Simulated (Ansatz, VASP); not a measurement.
**InSb: VASP beside Ansatz**

Contents of INCAR:

```
ALGO = Normal
EDIFF = 1E-6
ENCUT = 500
GGA = PS
GGA_COMPAT = False
ISIF = 2
ISMEAR = 0
LASPH = True
LCHARG = False
LREAL = False
LWAVE = False
NBANDS = 16
NELM = 120
PREC = Accurate
SIGMA = 0.15
```

File KPOINTS:

```
k-points
0
Gamma
  14 14 8
```

File POSCAR:

```
InSb
1.0
    3.0969124692      0.0000000000      0.0000000000
    0.0000000000      3.0361886953      0.0000000000
    0.0000000000      0.0000000000      6.2182830229
In Sb
1 1
Direct
    0.0000000000      0.0000000000      0.0000000000
    0.0000000000      0.0000000000      0.5000000000
```

Input for Ansatz:

```yaml
crystal:
  lattice:
    - [3.0969124692, 0.0, 0.0]
    - [0.0, 3.0361886953, 0.0]
    - [0.0, 0.0, 6.2182830229]
  atoms:
    - { symbol: In, position: [0.0, 0.0, 0.0] }
    - { symbol: Sb, position: [0.0, 0.0, 0.5] }
basis:
  ecutwfc: 420
kpoints:
  mp_grid: { grid: [14, 14, 8] }
hamiltonian:
  xc: pbesol
  pseudopotentials: { kind: paw, azcp: { folder: soft_1 } }
scf:
  occupations: { method: gaussian, width: 0.15 }
output:
  forces: true
  stress: true
  eigenvalues: true
```

Change from the starting cell: normal strain along x +0.0200, normal strain along z +0.0200.

Alike in both runs: task single point; functional PBEsol; k mesh 14 × 14 × 8; occupations gaussian, width 0.15 eV; no spin polarisation.

```csv
,VASP,Ansatz
version,VASP 6.6.1,Ansatz 0.2.0
potentials or method,"VASP PAW PBE potentials, release 64 (In_d, Sb), cutoff 500 eV","scalar-relativistic, plane waves, PAW"
valence electrons in the cell,18,28
```

|  | VASP | Ansatz | Ansatz less VASP |
| --- | --- | --- | --- |
| gap on the k mesh at the Fermi level (eV) | none | none | - |
| pressure (GPa) | -1.8 | -1.8 | -0.02 |
| traceless stress, the component that is largest in VASP (GPa) | 0.54 | 0.53 | -0.011 |

VASP's potentials were made for PBE, not for PBEsol, and Ansatz warns of the same on its side. A gap of «none» marks a metal or a gap that the smearing closes. VASP's potentials hold 18 valence electrons a cell and Ansatz's 28, so a difference there can come from the potentials and not from the codes.

Spin-orbit coupling is off throughout.
